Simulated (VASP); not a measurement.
A run of VASP 6.6.1:

Contents of INCAR:

```
SYSTEM = Cs
ALGO = Normal
EDIFF = 1E-7
ENCUT = 520
GGA = PS
ISIF = 2
ISMEAR = -1
LASPH = .True.
LCHARG = .False.
LREAL = .False.
LWAVE = .False.
NBANDS = 10
NELM = 80
PREC = Accurate
SIGMA = 0.05
```

File KPOINTS:

```
k-points
0
Gamma
  6 6 6
  0 0 0
```

Contents of POSCAR:

```
Cs
1.0
    0.0000000000      3.9744844209      3.9744844209
    3.9744844209      0.0000000000      3.9744844209
    3.9744844209      3.9744844209      0.0000000000
Cs
1
Direct
    0.0000000000      0.0000000000      0.0000000000
```

Potentials or basis: VASP PAW PBE potentials, release 64 (Cs_sv).

Run with:

```bash
$ cat potpaw_PBE.64/Cs_sv/POTCAR > POTCAR
$ mpirun -np 1 vasp_std > vasp.out
```

Hardware: 1 thread of AMD EPYC 7R13 Processor (Zen 3) (shared host).

Task: Estimate the wall time of this run.

Result: Run time: 15 s on 1 thread of AMD EPYC 7R13 Processor (Zen 3) (shared host), peak memory 0.2 GiB. Counts: scf iterations 11, k points 16.
